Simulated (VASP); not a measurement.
Crystal: NiO.

```xyz
4
Lattice="-2.1338 -2.1338 4.2676 -4.2676 -2.1338 2.1338 -2.1338 -4.2676 2.1338" Properties=species:S:1:pos:R:3 pbc="T T T"
Ni    0.0000    0.0000    0.0000
Ni   -4.2676   -4.2676    4.2676
O     2.1338    2.1338    2.1338
O    -2.1338   -2.1338    6.4014
```

- Program: VASP 6.6.1
- Task: relaxation of cell and atoms
- Functional: PBE
- Potentials or basis: VASP PAW PBE potentials, release 64 (Ni, O)
- Cutoff: 600 eV
- k mesh: 10 × 10 × 10
- Occupations: gaussian, width 0.05 eV
- Spin: collinear spin, antiferromagnetic start
- Starting moments: [1.86, -1.86, 0.0, 0.0] μB
- Hubbard terms: Ni d U = 6.2 eV

At the start: pressure -9.9 GPa; volume 9.72 Å³/atom.

Question: How do energy, volume and symmetry change on relaxing?

Answer: Over 3 steps the energy falls by 19.1 meV/atom and the volume is 9.13 Å³/atom (-6.0 %); space group Fm-3m (No. 225, to 0.1 Å) before and after; moment 0.00 μB per cell.

The path:
| step | energy change (eV) | largest force (eV/Å) | pressure (GPa) | volume (Å³) |
| --- | --- | --- | --- | --- |
| 1 | 0.0000 | 0.0000 | -9.89 | 38.86 |
| 2 | -0.0618 | 0.0000 | 5.03 | 35.58 |
| 3 | -0.0763 | 0.0000 | 0.05 | 36.52 |

Final structure:
```
Ni O
1.0
    -2.08953   -2.08953    4.17983
    -4.17983   -2.08953    2.08953
    -2.08953   -4.17983    2.08953
Ni O
2 2
Direct
  0.00000 0.00000 0.00000
  0.50000 0.50000 0.50000
  0.25000 0.25000 0.25000
  0.75000 0.75000 0.75000
```
